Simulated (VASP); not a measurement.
CoSi2: single point with PBE

CoSi2:

```
CELL_PARAMETERS angstrom
2.80054 2.80054 0.00000
-2.64979 2.64979 0.00000
0.00000 0.00000 5.29958
ATOMIC_POSITIONS crystal
Co 0.00000 0.00000 0.00000
Co 0.50000 0.50000 0.50000
Si 0.00000 0.50000 0.74581
Si 0.50000 0.00000 0.75419
Si 0.50000 0.00000 0.24581
Si 0.00000 0.50000 0.25419
```

This cell differs from its parent crystal: uniaxial strain along a: +4.5 %.

```json
{
  "Program": "VASP 6.6.1",
  "Task": "single point",
  "Functional": "PBE",
  "Potentials or basis": "VASP PAW PBE potentials, release 64 (Co, Si)",
  "Cutoff": "520 eV",
  "k mesh": "10 × 10 × 8",
  "Occupations": "gaussian, width 0.1 eV",
  "Spin": "no spin polarisation",
  "Dipole correction": "no",
  "Further INCAR settings": "ALGO = Normal; EDIFF = 1e-07; NBANDS = 26"
}
```

```yaml
Pressure: -3.5 GPa
Largest_force: 0.178 eV/Å
Band_gap_on_the_k_mesh: zero (band 17 reaches 11.29 eV, above the bottom of band 18 at 8.51 eV)
```

Forces on the atoms (eV/Å):
```
Co   0.000  0.000  0.000
Co   0.000  0.000  0.000
Si   0.000  0.000 -0.178
Si   0.000  0.000  0.178
Si   0.000  0.000 -0.178
Si   0.000  0.000  0.178
```

Stress tensor (GPa, compression positive):
```
-4.56 -6.49  0.00
-6.49 -4.56  0.00
 0.00  0.00 -1.32
```

Levels at points of the mesh, in eV from the Fermi level:
```
           k point  band 15  band 16  band 17  band 18  band 19  band 20
(0.00, 0.00, 0.00)    -1.28     0.44     1.29     2.92     2.96     3.02
(0.50, 0.00, 0.00)    -0.92    -0.92     0.38     0.38     2.65     2.65
(0.00, 0.50, 0.00)    -0.99    -0.99     0.07     0.07     1.94     1.94
(0.50, 0.50, 0.00)    -1.81    -1.81    -1.25    -1.25     1.56     1.56
(0.00, 0.00, 0.50)    -0.12    -0.12    -0.05    -0.05     1.15     1.15
(0.50, 0.00, 0.50)    -0.41    -0.41    -0.18    -0.18     2.91     2.91
(0.00, 0.50, 0.50)    -0.85    -0.85    -0.36    -0.36     2.45     2.45
(0.50, 0.50, 0.50)    -1.39    -1.39    -0.60    -0.60     3.67     3.67
```

It took 3 min on 1 thread of AMD EPYC 9R45 96-Core Processor (Zen 5), on a shared host, peak memory 0.37 GiB.

Caveat: the cell differs from its parent crystal (uniaxial strain along a: +4.5 %). Spin polarisation is off, so any magnetic state and its effect on volume and gap are missing.
